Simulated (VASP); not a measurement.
# KI (I4mm) in VASP: a series of runs

KI is run at these levels: LDA; tasks: single point.

All numbers are computed with VASP 6.6.1; they aren't measurements. Logs are shortened: lines on timing, memory, paths and dates and some standing lists are left out, and cuts for length are marked.

### Step 1. The cell of the first run

The structure is tetragonal, space group I4mm (No. 107). Conventional cell: a = 5.017 Å, b = 5.017 Å, c = 6.822 Å, α = 90.00°, β = 90.00°, γ = 90.00°. Within 3.6 Å of K (site symmetry 4mm) lie 1 I at 2.76 Å. Within 3.6 Å of I (site symmetry 4mm) lie 1 K at 2.76 Å.

### Step 2. Single point, LDA

INCAR reads:

```
SYSTEM = KI
  PREC = Accurate
  ENCUT = 520
  EDIFF = 1E-6
  ISMEAR = 0
  SIGMA = 0.05
  LREAL = .FALSE.
  LASPH = .TRUE.
  NELM = 100
  ALGO = Normal
  ISIF = 2
  LWAVE = .FALSE.
  LCHARG = .TRUE.
  LELF = .TRUE.
  LVHAR = .TRUE.
  NBANDS = 15
```

KPOINTS reads:

```
Automatic mesh
0
G
  6 6 6
  0 0 0
```

POSCAR reads:

```
KI
1.0
    0.0000000000      3.5473682228      3.4109309835
    3.5473682228      0.0000000000      3.4109309835
    3.5473682228      3.5473682228      0.0000000000
K I
1 1
Direct
   -0.0724142474     -0.0724142474      0.0724142474
    0.5223102777      0.5223102777      0.4776897223
```

Potentials or basis: VASP PAW LDA potentials, release 64 (K_sv, I).

Started as:

```
> cat potpaw_LDA.64/K_sv/POTCAR potpaw_LDA.64/I/POTCAR > POTCAR
> mpirun -np 1 vasp_std > vasp.out
```

OUTCAR:

```text
SYSTEM = KI
   PREC = Accurate
   ENCUT = 520
   EDIFF = 1E-6
   ISMEAR = 0
   LREAL = .FALSE.
   LASPH = .TRUE.
   NELM = 100
   ISIF = 2

 ion  position               nearest neighbor table
   1  0.928  0.928  0.072-   2 2.76   2 3.61   2 3.61   2 3.61   2 3.61
   2  0.522  0.522  0.478-   1 2.76   1 3.61   1 3.61   1 3.61   1 3.61

  LATTYP: Found a body centered tetragonal cell.
 ALAT       =     5.0167362514
 C/A-ratio  =     1.3598207331

  Lattice vectors:

 A1 = (   0.0000000000,  -3.5473682228,  -3.4109309835)
 A2 = (   0.0000000000,   3.5473682228,  -3.4109309835)
 A3 = (   3.5473682228,   0.0000000000,   3.4109309835)

Analysis of symmetry for initial positions (statically):
=====================================================================
 Subroutine PRICEL returns:
 Original cell was already a primitive cell.

 Routine SETGRP: Setting up the symmetry group for a
 body centered tetragonal supercell.

 Subroutine GETGRP returns: Found  8 space group operations
 (whereof  8 operations were pure point group operations)
 out of a pool of 16 trial point group operations.

The static configuration has the point symmetry C_4v.

Analysis of symmetry for dynamics (positions and initial velocities):
=====================================================================
 Subroutine PRICEL returns:
 Original cell was already a primitive cell.

 Routine SETGRP: Setting up the symmetry group for a
 body centered tetragonal supercell.

 Subroutine GETGRP returns: Found  8 space group operations
 (whereof  8 operations were pure point group operations)
 out of a pool of 16 trial point group operations.

The dynamic configuration has the point symmetry C_4v.

 Subroutine INISYM returns: Found  8 space group operations
 (whereof  8 operations are pure point group operations),
 and found     1 'primitive' translations

----------------------------------------------------------------------------------------

                                     Primitive cell

  volume of cell :      85.8451

  direct lattice vectors                    reciprocal lattice vectors
     0.000000000  3.547368223  3.410930984    -0.140949563  0.140949563  0.146587545
     3.547368223  0.000000000  3.410930984     0.140949563 -0.140949563  0.146587545
     3.547368223  3.547368223  0.000000000     0.140949563  0.140949563 -0.146587545

  length of vectors
     4.921206304  4.921206304  5.016736251     0.247429721  0.247429721  0.247429721

  position of ions in fractional coordinates (direct lattice)
     0.927585753  0.927585753  0.072414247
     0.522310278  0.522310278  0.477689722

  ion indices of the primitive-cell ions
   primitive index   ion index
                 1           1
                 2           2

----------------------------------------------------------------------------------------

 KPOINTS: Automatic mesh

Automatic generation of k-mesh.
 Grid dimensions read from file:
 generate k-points for:    6    6    6

 Generating k-lattice:

  Cartesian coordinates                     Fractional coordinates (reciprocal lattice)
    -0.023491594  0.023491594  0.024431258     0.166666667  0.000000000  0.000000000
     0.023491594 -0.023491594  0.024431258     0.000000000  0.166666667  0.000000000
     0.023491594  0.023491594 -0.024431258     0.000000000  0.000000000  0.166666667

  Length of vectors
     0.041238287  0.041238287  0.041238287

  Shift w.r.t. Gamma in fractional coordinates (k-lattice)
     0.000000000  0.000000000  0.000000000

 Subroutine IBZKPT returns following result:
 ===========================================

 Found     30 irreducible k-points:

 Following reciprocal coordinates:
            Coordinates               Weight
  0.000000  0.000000  0.000000      1.000000
  0.166667  0.000000  0.000000      8.000000
  0.333333  0.000000  0.000000      8.000000
  0.500000  0.000000  0.000000      4.000000
  0.166667  0.166667  0.000000      2.000000
  0.333333  0.166667  0.000000      8.000000
[... 16 lines left out ...]
  0.333333  0.000000  0.333333      4.000000
  0.500000  0.000000  0.333333     16.000000
 [... further k-points ...]
   k-points           NKPTS =     30   k-points in BZ     NKDIM =     30   number of bands    NBANDS=     15
   number of dos      NEDOS =    301   number of ions     NIONS =      2
   total plane-waves  NPLWV =  64000
   dimension x,y,z NGX =    40 NGY =   40 NGZ =   40
   dimension x,y,z NGXF=    80 NGYF=   80 NGZF=   80
   ions per type =               1   1
   NGX,Y,Z   is equivalent  to a cutoff of  13.51, 13.51, 13.26 a.u.
   NGXF,Y,Z  is equivalent  to a cutoff of  27.03, 27.03, 26.51 a.u.
 SYSTEM =  KI
   PREC   = accura    normal or accurate (medium, high low for compatibility)
   ISTART =      0    job   : 0-new  1-cont  2-samecut
   ICHARG =      2    charge: 1-file 2-atom 10-const
   ISPIN  =      1    spin polarized calculation?
   LNONCOLLINEAR =      F non collinear calculations
   LSORBIT =      F    spin-orbit coupling
   LASPH  =      T    aspherical Exc in radial PAW
   ENCUT  =  520.0 eV  38.22 Ry    6.18 a.u.   9.15  9.15  9.33*2*pi/ulx,y,z
   NELM   =    100;   NELMIN=  2; NELMDL= -5     # of ELM steps
   EDIFF  = 0.1E-05   stopping-criterion for ELM
   LREAL  =      F    real-space projection
   EDIFFG = 0.1E-04   stopping-criterion for IOM
   NSW    =      0    number of steps for IOM
   IBRION =     -1    ionic relax: 0-MD 1-quasi-New 2-CG
   NFREE  =      0    steps in history (QN), initial steepest desc. (CG)
   ISIF   =      2    stress and relaxation
   ISYM   =      2    0-nonsym 1-usesym 2-fastsym
   POTIM  = 0.5000    time-step for ionic-motion
   TEBEG  =    0.0;   TEEND  =   0.0 temperature during run
   PSTRESS=    0.0 pullay stress
   NELECT =      16.0000    total number of electrons
   NUPDOWN=      -1.0000    fix difference up-down
   EMIN   =  10.00;   EMAX   =-10.00  energy-range for DOS
   EFERMI =   0.00;   METHOD = LEGACY
   ISMEAR =     0;   SIGMA  =   0.05  broadening in eV -4-tet -1-fermi 0-gaus
   EFERMI_NEDOS =   21; number of points for ismear=-14 and -15
   IALGO  =     38    algorithm
   IMIX   =      4    mixing-type and parameters
     AMIX     =   0.40;   BMIX     =  1.00
     AMIX_MAG =   1.60;   BMIX_MAG =  1.00
  volume/ion in A,a.u.               =      42.92       289.66
  Fermi-wavevector in a.u.,A,eV,Ry     =   0.935139  1.767157 11.898099  0.874486
  Thomas-Fermi vector in A             =   2.062016
   LORBIT       =      0    0 simple, 1 ext, 2 COOP (PROOUT), +10 PAW based schemes
   GGA     = CA    functional components
   LHFCALC =     F    Hartree Fock is set to
   AEXX    =    0.0000 exact exchange contribution
   IVDW    =     0    specifies the selected vdW correction
   LEPSILON=     F    determine dielectric tensor
   LRPA    =     F    only Hartree local field effects (RPA)
 non-spin polarized calculation
 Gauss-broadening in eV      SIGMA  =   0.05
  energy-cutoff  :      520.00
  volume of cell :       85.85
 maximum number of plane-waves:      2334
 NGX is ok and might be reduce to    40
   NGX = 19   NGY = 19   NGZ = 19

 number of electron      16.0000000 magnetization

 Free energy of the ion-electron system (eV)
  ---------------------------------------------------
  ext. energy  EPLUGINS =         0.00000000
  ---------------------------------------------------
  free energy    TOTEN  =        -5.61940226 eV

  energy without entropy =       -5.61940226  energy(sigma->0) =       -5.61940226

 E-fermi :  -0.1863     XC(G=0):  -7.6734

 val. band max:       -0.4791824488   @ k =   0.0000   0.0000   0.0000
 cond. band min:       3.1474626527   @ k =   0.0000   0.0000   0.0000
 fundamental gap:      3.6266451015
 Fermi energy:        -0.1863411017

 k-point     1 :       0.0000    0.0000    0.0000
  band No.  band energies     occupation
      1     -28.5249      2.00000
      2     -12.6233      2.00000
      3     -12.2436      2.00000
      4     -12.2436      2.00000
      5     -10.9038      2.00000
      6      -0.6287      2.00000
      7      -0.6287      2.00000
      8      -0.4792      2.00000
      9       3.1475      0.00000
     10       6.0117      0.00000
     11       6.0117      0.00000
     12       6.1368      0.00000
     13       6.5547      0.00000
     14       7.3209      0.00000
     15       8.5357      0.00000

 k-point     2 :       0.1667    0.0000    0.0000
  band No.  band energies     occupation
      1     -28.5241      2.00000
      2     -12.6606      2.00000
      3     -12.2595      2.00000
      4     -12.2461      2.00000
      5     -10.8176      2.00000
      6      -1.0179      2.00000
      7      -0.6958      2.00000
      8      -0.5712      2.00000
      9       3.7645      0.00000
     10       5.7306      0.00000
     11       6.0552      0.00000
     12       6.3266      0.00000
     13       7.0905      0.00000
     14       7.8030      0.00000
     15       9.4024      0.00000

 k-point     3 :       0.3333    0.0000    0.0000
  band No.  band energies     occupation
      1     -28.5225      2.00000
      2     -12.7336      2.00000
      3     -12.2803      2.00000
      4     -12.2510      2.00000
      5     -10.6558      2.00000
      6      -1.6408      2.00000
      7      -0.8240      2.00000
      8      -0.7013      2.00000
      9       4.5065      0.00000
     10       6.1728      0.00000
     11       6.5106      0.00000
     12       6.8013      0.00000
     13       7.9908      0.00000
     14       8.5851      0.00000
     15       8.9056      0.00000
[... 343 lines left out ...]
 k-point    23 :       0.3333    0.0000    0.3333
  band No.  band energies     occupation
      1     -28.5220      2.00000
      2     -12.6773      2.00000
      3     -12.2980      2.00000
      4     -12.2556      2.00000
      5     -10.7261      2.00000
      6      -1.5097      2.00000
      7      -0.9347      2.00000
      8      -0.6945      2.00000
      9       4.7585      0.00000
     10       4.9479      0.00000
     11       6.6165      0.00000
     12       7.5582      0.00000
     13       8.2157      0.00000
     14       8.2909      0.00000
     15       9.1842      0.00000

 k-point    24 :       0.5000    0.0000    0.3333
  band No.  band energies     occupation
      1     -28.5211      2.00000
      2     -12.7013      2.00000
      3     -12.2994      2.00000
      4     -12.2633      2.00000
      5     -10.6762      2.00000
      6      -1.5502      2.00000
      7      -1.1032      2.00000
      8      -0.8141      2.00000
      9       4.7793      0.00000
     10       5.4503      0.00000
     11       7.0144      0.00000
     12       7.6495      0.00000
     13       8.1569      0.00000
     14       8.5759      0.00000
     15       8.9765      0.00000

 [... further k-points ...]
[... 5 lines left out ...]
  --------------------------------------------------------------------------------------
  -------------------------------------------------------------------------------------
  Total       -0.8310993     -0.8310993      5.1528127      0.0000000      0.0000000     -0.0000000
  in kB      -15.5112940    -15.5112940     96.1699674      0.0000000      0.0000000     -0.0000000
  external PRESSURE =      21.7157931 kB  Pullay stress =       0.0000000 kB

 VOLUME and BASIS-vectors are now :
 -----------------------------------------------------------------------------
  energy-cutoff  :      520.00
  volume of cell :       85.85
      direct lattice vectors                 reciprocal lattice vectors
     0.000000000  3.547368223  3.410930984    -0.140949563  0.140949563  0.146587545
     3.547368223  0.000000000  3.410930984     0.140949563 -0.140949563  0.146587545
     3.547368223  3.547368223  0.000000000     0.140949563  0.140949563 -0.146587545

 POSITION                                       TOTAL-FORCE (eV/Angst)
 -----------------------------------------------------------------------------------
      3.54737      3.54737      6.32786         0.000000      0.000000      2.263230
      3.54737      3.54737      3.56313         0.000000      0.000000     -2.263230
 -----------------------------------------------------------------------------------
    total drift:                               -0.000000     -0.000000      0.000123

  FREE ENERGIE OF THE ION-ELECTRON SYSTEM (eV)
  ---------------------------------------------------
  free  energy   TOTEN  =        -5.6194022560 eV

  energy  without entropy=       -5.6194022560  energy(sigma->0) =       -5.61940226
```

It took 21 s on 1 thread of Intel Xeon 6975P-C (Granite Rapids), shared host; peak memory 0.2 GiB.

Results:

```
Free energy            : -5.6194 eV
Pressure               : 2.2 GPa
Largest force          : 2.263 eV/Å
Band gap on the k mesh : 3.63 eV, direct
```

Forces on the atoms (eV/Å):
```
K    0.000  0.000  2.263
I    0.000  0.000 -2.263
```

Stress tensor (GPa, compression positive):
```
-1.55  0.00  0.00
 0.00 -1.55  0.00
 0.00  0.00  9.62
```

Levels at points of the mesh, in eV from the valence-band top:
| k point | band 4 | band 5 | band 6 | band 7 | band 8 | band 9 | band 10 | band 11 | band 12 | band 13 |
| --- | --- | --- | --- | --- | --- | --- | --- | --- | --- | --- |
| (0.00, 0.00, 0.00) | -11.76 | -10.42 | -0.15 | -0.15 | 0.00 | 3.63 | 6.49 | 6.49 | 6.62 | 7.03 |
| (0.50, 0.00, 0.00) | -11.77 | -10.10 | -1.42 | -0.41 | -0.28 | 5.14 | 7.24 | 7.56 | 7.85 | 8.37 |
| (0.50, 0.50, 0.00) | -11.80 | -10.16 | -0.86 | -0.46 | -0.46 | 4.62 | 5.47 | 7.08 | 8.28 | 8.93 |
| (0.50, 0.00, 0.50) | -11.78 | -10.23 | -1.11 | -0.54 | -0.29 | 5.01 | 5.45 | 7.93 | 8.54 | 8.63 |

Caveat: spin-orbit coupling is left out, which moves the levels of the heavy elements; forces of over 1 eV/Å act on the atoms, so gaps and moduli don't describe the material at rest. LDA gaps usually lie below the measured ones, often by a third to a half.

### Step 3. Single point, LDA

INCAR reads:

```
SYSTEM = KI
  PREC = Accurate
  ENCUT = 520
  EDIFF = 1E-7
  ISMEAR = 0
  SIGMA = 0.05
  LREAL = .FALSE.
  LASPH = .TRUE.
  NELM = 100
  ALGO = Normal
  ISIF = 2
  LWAVE = .FALSE.
  LCHARG = .FALSE.
  NBANDS = 15
```

KPOINTS is that of step 2.

POSCAR reads:

```
KI
1.0
    0.0000000000      3.5473682228      3.4109309835
    3.5473682228      0.0000000000      3.4109309835
    3.5473682228      3.5473682228      0.0000000000
K I
1 1
Direct
   -0.0434485484     -0.0434485484      0.0434485484
    0.5133861666      0.5133861666      0.4866138334
```

Potentials or basis: VASP PAW LDA potentials, release 64 (K_sv, I).

Started as:

```
> cat potpaw_LDA.64/K_sv/POTCAR potpaw_LDA.64/I/POTCAR > POTCAR
> mpirun -np 1 vasp_std > vasp.out
```

Wall time 22 s (1 thread of Intel Xeon 6975P-C (Granite Rapids), shared host); peak memory 0.2 GiB.

The run converged. Its results:

```yaml
Free_energy: -5.9975 eV
Pressure: 0.0 GPa
Largest_force: 0.851 eV/Å
Band_gap_on_the_k_mesh: 3.68 eV, direct
```

Forces in eV/Å, atoms in the order of the input:
```
K    0.000  0.000  0.851
I    0.000  0.000 -0.851
```

Stress tensor (GPa, compression positive):
```
-1.39  0.00  0.00
 0.00 -1.39  0.00
 0.00  0.00  2.84
```

Levels at points of the mesh, in eV from the valence-band top:
| k point | band 4 | band 5 | band 6 | band 7 | band 8 | band 9 | band 10 | band 11 | band 12 | band 13 |
| --- | --- | --- | --- | --- | --- | --- | --- | --- | --- | --- |
| (0.00, 0.00, 0.00) | -11.78 | -10.55 | -0.04 | -0.04 | 0.00 | 3.68 | 6.32 | 6.32 | 6.52 | 7.01 |
| (0.50, 0.00, 0.00) | -11.78 | -10.21 | -1.43 | -0.37 | -0.33 | 5.24 | 7.38 | 7.75 | 8.01 | 8.52 |
| (0.50, 0.50, 0.00) | -11.80 | -10.34 | -0.97 | -0.43 | -0.43 | 4.64 | 5.56 | 7.63 | 8.15 | 9.25 |
| (0.50, 0.00, 0.50) | -11.79 | -10.38 | -1.08 | -0.40 | -0.35 | 4.81 | 5.52 | 7.97 | 8.60 | 8.61 |

Caveat: spin-orbit coupling is left out, which moves the levels of the heavy elements.

(Part 1 of 2 ends here.)
